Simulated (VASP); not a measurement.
The system is ScIr.

```
CELL_PARAMETERS angstrom
3.16159 0.00000 0.00000
0.00000 3.16159 0.00000
0.00000 0.00000 3.16159
ATOMIC_POSITIONS crystal
Sc 0.50000 0.50000 0.50000
Ir 0.00000 0.00000 0.00000
```

Base run:

- Program: VASP 6.6.1
- Functional: LDA
- Potentials or basis: VASP PAW LDA potentials, release 64 (Sc_sv, Ir)
- Cutoff: 520 eV
- k mesh: 14 × 14 × 14
- Occupations: gaussian, width 0.1 eV
- Spin: no spin polarisation

Its results: band gap on the k mesh zero (band 10 reaches 8.02 eV, above the bottom of band 11 at 7.39 eV); pressure 1.0 GPa.

Task: The run is repeated on the same cell with these changes: potentials or basis from VASP PAW LDA potentials, release 64 (Sc_sv, Ir) to VASP PAW LDA potentials, release 64 (Sc_sv, Ir_sv_GW); cutoff from 520 eV to 500 eV; further incar settings from ALGO = Normal; EDIFF = 1e-07; NBANDS = 17 to ALGO = Normal; EDIFF = 1e-06; NBANDS = 21; valence electrons from 20 to 28. What comes out?

Result: Band gap on the k mesh zero (band 14 reaches 9.09 eV, above the bottom of band 15 at 8.45 eV); pressure -0.4 GPa.

Caveats: spin-orbit coupling is left out, which moves the levels of the heavy elements.
